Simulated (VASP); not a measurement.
# PbS (Pm-3m) in VASP: notebook

The runs below take PbS through single point, with r2SCAN+rVV10, r2SCAN, r2SCAN+D3(BJ).

All numbers are computed with VASP 6.6.1; they aren't measurements. Logs are shortened: lines on timing, memory, paths and dates and some standing lists are left out, and cuts for length are marked.

### 1 The cell of the first run

Symmetry: Pm-3m, No. 221, cubic system. Conventional cell: a = 3.617 Å, b = 3.617 Å, c = 3.617 Å, α = 90.00°, β = 90.00°, γ = 90.00°. Within 4.1 Å of Pb (site symmetry m-3m) lie 8 S at 3.13 Å and 6 Pb at 3.62 Å. Within 4.1 Å of S (site symmetry m-3m) lie 8 Pb at 3.13 Å and 6 S at 3.62 Å.

### 2 Single point, r2SCAN+rVV10

File POSCAR:

```
PbS
1.0
    3.6168459527      0.0000000000      0.0000000000
    0.0000000000      3.6168459527      0.0000000000
    0.0000000000      0.0000000000      3.6168459527
Pb S
1 1
Direct
    0.0000000000      0.0000000000      0.0000000000
    0.5000000000      0.5000000000      0.5000000000
```

File INCAR.step1:

```
SYSTEM = PbS
ALGO = Normal
EDIFF = 1E-4
ENCUT = 520
GGA = PE
ISMEAR = -1
LASPH = .TRUE.
LCHARG = .FALSE.
LREAL = .FALSE.
LWAVE = .TRUE.
NBANDS = 17
NELM = 80
PREC = Accurate
SIGMA = 0.05
```

File INCAR.step2:

```
SYSTEM = PbS
ALGO = Normal
BPARAM = 11.95
CPARAM = 0.0093
EDIFF = 1E-7
ENCUT = 520
ISIF = 2
ISMEAR = -1
ISTART = 1
IVDW_NL = 2
LASPH = .TRUE.
LCHARG = .TRUE.
LELF = .TRUE.
LMIXTAU = .TRUE.
LREAL = .FALSE.
LUSE_VDW = .TRUE.
LVHAR = .TRUE.
LWAVE = .FALSE.
METAGGA = R2SCAN
NBANDS = 17
NELM = 80
PREC = Accurate
SIGMA = 0.05
```

File KPOINTS:

```
k-points
0
G
  7 7 7
  0 0 0
```

Potentials or basis: VASP PAW PBE potentials, release 64 (Pb_d, S).

Run with:

```console
$ cat potpaw_PBE.64/Pb_d/POTCAR potpaw_PBE.64/S/POTCAR > POTCAR
$ cp INCAR.step1 INCAR
$ mpirun -np 1 vasp_std > vasp.out
$ cp INCAR.step2 INCAR
$ mpirun -np 1 vasp_std > vasp.out
```

OUTCAR:

```text
SYSTEM = PbS
   BPARAM = 11.95
   EDIFF = 1E-7
   ENCUT = 520
   ISIF = 2
   ISMEAR = -1
   ISTART = 1
   IVDW_NL = 2
   LASPH = .TRUE.
   LREAL = .FALSE.
   METAGGA = R2SCAN
   NELM = 80
   PREC = Accurate

 ion  position               nearest neighbor table
   1  0.000  0.000  0.000-   2 3.13   2 3.13   2 3.13   2 3.13   2 3.13   2 3.13   2 3.13   2 3.13

   2  0.500  0.500  0.500-   1 3.13   1 3.13   1 3.13   1 3.13   1 3.13   1 3.13   1 3.13   1 3.13

  LATTYP: Found a simple cubic cell.
 ALAT       =     3.6168459527

  Lattice vectors:

 A1 = (   3.6168459527,   0.0000000000,   0.0000000000)
 A2 = (   0.0000000000,   3.6168459527,   0.0000000000)
 A3 = (   0.0000000000,   0.0000000000,   3.6168459527)

Analysis of symmetry for initial positions (statically):
=====================================================================
 Subroutine PRICEL returns:
 Original cell was already a primitive cell.

 Routine SETGRP: Setting up the symmetry group for a
 simple cubic supercell.

 Subroutine GETGRP returns: Found 48 space group operations
 (whereof 48 operations were pure point group operations)
 out of a pool of 48 trial point group operations.

The static configuration has the point symmetry O_h .

Analysis of symmetry for dynamics (positions and initial velocities):
=====================================================================
 Subroutine PRICEL returns:
 Original cell was already a primitive cell.

 Routine SETGRP: Setting up the symmetry group for a
 simple cubic supercell.

 Subroutine GETGRP returns: Found 48 space group operations
 (whereof 48 operations were pure point group operations)
 out of a pool of 48 trial point group operations.

The dynamic configuration has the point symmetry O_h .

 Subroutine INISYM returns: Found 48 space group operations
 (whereof 48 operations are pure point group operations),
 and found     1 'primitive' translations

----------------------------------------------------------------------------------------

                                     Primitive cell

  volume of cell :      47.3140

  direct lattice vectors                    reciprocal lattice vectors
     3.616845953  0.000000000  0.000000000     0.276483990  0.000000000  0.000000000
     0.000000000  3.616845953  0.000000000     0.000000000  0.276483990  0.000000000
     0.000000000  0.000000000  3.616845953     0.000000000  0.000000000  0.276483990

  length of vectors
     3.616845953  3.616845953  3.616845953     0.276483990  0.276483990  0.276483990

  position of ions in fractional coordinates (direct lattice)
     0.000000000  0.000000000  0.000000000
     0.500000000  0.500000000  0.500000000

  ion indices of the primitive-cell ions
   primitive index   ion index
                 1           1
                 2           2

----------------------------------------------------------------------------------------

 KPOINTS: k-points

Automatic generation of k-mesh.
 Grid dimensions read from file:
 generate k-points for:    7    7    7

 Generating k-lattice:

  Cartesian coordinates                     Fractional coordinates (reciprocal lattice)
     0.039497713  0.000000000  0.000000000     0.142857143  0.000000000  0.000000000
     0.000000000  0.039497713  0.000000000     0.000000000  0.142857143  0.000000000
     0.000000000  0.000000000  0.039497713     0.000000000  0.000000000  0.142857143

  Length of vectors
     0.039497713  0.039497713  0.039497713

  Shift w.r.t. Gamma in fractional coordinates (k-lattice)
     0.000000000  0.000000000  0.000000000

 Subroutine IBZKPT returns following result:
 ===========================================

 Found     20 irreducible k-points:

 Following reciprocal coordinates:
            Coordinates               Weight
  0.000000  0.000000  0.000000      1.000000
  0.142857  0.000000  0.000000      6.000000
  0.285714  0.000000  0.000000      6.000000
  0.428571  0.000000  0.000000      6.000000
  0.142857  0.142857  0.000000     12.000000
  0.285714  0.142857  0.000000     24.000000
[... 12 lines left out ...]
  0.428571  0.428571  0.285714     24.000000
  0.428571  0.428571  0.428571      8.000000
   k-points           NKPTS =     20   k-points in BZ     NKDIM =     20   number of bands    NBANDS=     17
   number of dos      NEDOS =    301   number of ions     NIONS =      2
   total plane-waves  NPLWV =  21952
   dimension x,y,z NGX =    28 NGY =   28 NGZ =   28
   dimension x,y,z NGXF=    56 NGYF=   56 NGZF=   56
   ions per type =               1   1
   NGX,Y,Z   is equivalent  to a cutoff of  12.87, 12.87, 12.87 a.u.
   NGXF,Y,Z  is equivalent  to a cutoff of  25.74, 25.74, 25.74 a.u.
 SYSTEM =  PbS
   PREC   = accura    normal or accurate (medium, high low for compatibility)
   ISTART =      1    job   : 0-new  1-cont  2-samecut
   ICHARG =      0    charge: 1-file 2-atom 10-const
   ISPIN  =      1    spin polarized calculation?
   LNONCOLLINEAR =      F non collinear calculations
   LSORBIT =      F    spin-orbit coupling
   LASPH  =      T    aspherical Exc in radial PAW
   ENCUT  =  520.0 eV  38.22 Ry    6.18 a.u.   6.72  6.72  6.72*2*pi/ulx,y,z
   NELM   =     80;   NELMIN=  2; NELMDL=  0     # of ELM steps
   EDIFF  = 0.1E-06   stopping-criterion for ELM
   LREAL  =      F    real-space projection
   EDIFFG = 0.1E-05   stopping-criterion for IOM
   NSW    =      0    number of steps for IOM
   IBRION =     -1    ionic relax: 0-MD 1-quasi-New 2-CG
   NFREE  =      0    steps in history (QN), initial steepest desc. (CG)
   ISIF   =      2    stress and relaxation
   ISYM   =      2    0-nonsym 1-usesym 2-fastsym
   POTIM  = 0.5000    time-step for ionic-motion
   TEBEG  =    0.0;   TEEND  =   0.0 temperature during run
   PSTRESS=    0.0 pullay stress
   NELECT =      20.0000    total number of electrons
   NUPDOWN=      -1.0000    fix difference up-down
   EMIN   =  10.00;   EMAX   =-10.00  energy-range for DOS
   EFERMI =   0.00;   METHOD = LEGACY
   ISMEAR =    -1;   SIGMA  =   0.05  broadening in eV -4-tet -1-fermi 0-gaus
   EFERMI_NEDOS =   21; number of points for ismear=-14 and -15
   IALGO  =     38    algorithm
   IMIX   =      4    mixing-type and parameters
     AMIX     =   0.40;   BMIX     =  1.00
     AMIX_MAG =   1.60;   BMIX_MAG =  1.00
  volume/ion in A,a.u.               =      23.66       159.65
  Fermi-wavevector in a.u.,A,eV,Ry     =   1.228631  2.321776 20.538460  1.509534
  Thomas-Fermi vector in A             =   2.363549
   LORBIT       =      0    0 simple, 1 ext, 2 COOP (PROOUT), +10 PAW based schemes
   METAGGA = R2SCAN    functional components
   LHFCALC =     F    Hartree Fock is set to
   AEXX    =    0.0000 exact exchange contribution
   IVDW_NL    =     2    kernel type
   BPARAM     =11.9500
   IVDW    =     0    specifies the selected vdW correction
   LEPSILON=     F    determine dielectric tensor
   LRPA    =     F    only Hartree local field effects (RPA)
 non-spin polarized calculation
  energy-cutoff  :      520.00
  volume of cell :       47.31
 maximum number of plane-waves:      1309
 NGX is ok and might be reduce to    28
   NGX = 13   NGY = 13   NGZ = 13

 number of electron      19.9999995 magnetization

 Free energy of the ion-electron system (eV)
  ---------------------------------------------------
  ext. energy  EPLUGINS =         0.00000000
  ---------------------------------------------------
  free energy    TOTEN  =       -64.61897260 eV

  energy without entropy =      -64.61453178  energy(sigma->0) =      -64.61675219

 E-fermi :   6.3265     XC(G=0): -10.9024

 val. band max:        6.1983226656   @ k =   0.2857   0.1429   0.1429
 cond. band min:       6.4162048360   @ k =   0.4286   0.4286   0.4286
 fundamental gap:      0.2178821704
 Fermi energy:         6.3265297208

 k-point     1 :       0.0000    0.0000    0.0000
  band No.  band energies     occupation
      1     -11.2296      2.00000
      2     -11.2296      2.00000
      3     -10.9948      2.00000
      4     -10.9948      2.00000
      5     -10.9948      2.00000
      6      -7.5675      2.00000
[... 9 lines left out ...]
     16      19.7615      0.00000
     17      19.7615      0.00000

 k-point     2 :       0.1429    0.0000    0.0000
  band No.  band energies     occupation
      1     -11.2276      2.00000
      2     -11.1971      2.00000
      3     -11.0072      2.00000
      4     -11.0072      2.00000
      5     -10.9935      2.00000
      6      -7.3833      2.00000
[... 9 lines left out ...]
     16      19.6220      0.00000
     17      19.6402      0.00000

 k-point     3 :       0.2857    0.0000    0.0000
  band No.  band energies     occupation
      1     -11.2229      2.00000
      2     -11.1244      2.00000
      3     -11.0350      2.00000
      4     -11.0350      2.00000
      5     -10.9906      2.00000
      6      -6.8774      2.00000
[... 9 lines left out ...]
     16      17.9111      0.00000
     17      19.7247      0.00000

 k-point     4 :       0.4286    0.0000    0.0000
  band No.  band energies     occupation
      1     -11.2190      2.00000
      2     -11.0667      2.00000
      3     -11.0571      2.00000
      4     -11.0571      2.00000
      5     -10.9883      2.00000
      6      -6.2945      2.00000
[... 9 lines left out ...]
     16      19.7031      0.00000
     17      19.7336      0.00000
[... 263 lines left out ...]
      1     -11.1299      2.00000
      2     -11.1032      2.00000
      3     -11.0738      2.00000
      4     -11.0522      2.00000
      5     -10.9906      2.00000
      6      -5.4401      2.00000
[... 9 lines left out ...]
     16      18.1651      0.00000
     17      22.0583      0.00000

 k-point    19 :       0.4286    0.4286    0.2857
  band No.  band energies     occupation
      1     -11.1535      2.00000
      2     -11.1015      2.00000
      3     -11.0993      2.00000
      4     -11.0204      2.00000
      5     -10.9551      2.00000
      6      -5.2328      2.00000
[... 9 lines left out ...]
     16      19.2578      0.00000
     17      22.6991      0.00000

 k-point    20 :       0.4286    0.4286    0.4286
  band No.  band energies     occupation
      1     -11.1366      2.00000
      2     -11.1291      2.00000
      3     -11.1291      2.00000
      4     -10.9537      2.00000
      5     -10.9537      2.00000
      6      -5.1172      2.00000
[... 9 lines left out ...]
     16      20.3748      0.00000
     17      23.7652      0.00000

------------------------ aborting loop because EDIFF is reached ----------------------------------------

  FORCE on cell =-STRESS in cart. coord.  units (eV):
  Direction    XX          YY          ZZ          XY          YZ          ZX
  --------------------------------------------------------------------------------------
  -------------------------------------------------------------------------------------
  Total        0.0424393      0.0424393      0.0424393     -0.0000000      0.0000000     -0.0000000
  in kB        1.4371066      1.4371066      1.4371066     -0.0000000      0.0000000     -0.0000000
  external PRESSURE =       1.4371066 kB  Pullay stress =       0.0000000 kB

 VOLUME and BASIS-vectors are now :
 -----------------------------------------------------------------------------
  energy-cutoff  :      520.00
  volume of cell :       47.31
      direct lattice vectors                 reciprocal lattice vectors
     3.616845953  0.000000000  0.000000000     0.276483990  0.000000000  0.000000000
     0.000000000  3.616845953  0.000000000     0.000000000  0.276483990  0.000000000
     0.000000000  0.000000000  3.616845953     0.000000000  0.000000000  0.276483990

 POSITION                                       TOTAL-FORCE (eV/Angst)
 -----------------------------------------------------------------------------------
      0.00000      0.00000      0.00000         0.000000      0.000000      0.000000
      1.80842      1.80842      1.80842         0.000000      0.000000      0.000000
 -----------------------------------------------------------------------------------
    total drift:                               -0.000000      0.000000      0.000000

  FREE ENERGIE OF THE ION-ELECTRON SYSTEM (eV)
  ---------------------------------------------------
  free  energy   TOTEN  =       -64.6189726044 eV

  energy  without entropy=      -64.6145317844  energy(sigma->0) =      -64.61675219
```

It took 86 s on 1 thread of Intel Xeon 6975P-C (Granite Rapids), shared host; peak memory 0.26 GiB.

Results:

| Quantity | Value |
| --- | --- |
| Free energy | -64.6190 eV |
| Pressure | 0.1 GPa |
| Band gap on the k mesh | 0.22 eV, indirect (least direct gap 1.67 eV) |

Levels at points of the mesh, in eV from the valence-band top:
| k point | band 8 | band 9 | band 10 | band 11 | band 12 | band 13 |
| --- | --- | --- | --- | --- | --- | --- |
| (0.00, 0.00, 0.00) | -1.63 | -1.63 | -1.63 | 6.05 | 6.05 | 7.28 |

Caveat: the PAW data sets were made with another functional, which shifts forces and pressure a little; spin-orbit coupling is left out, which moves the levels of the heavy elements. A k mesh can miss the band edges.

(Part 1 of 3 ends here.)
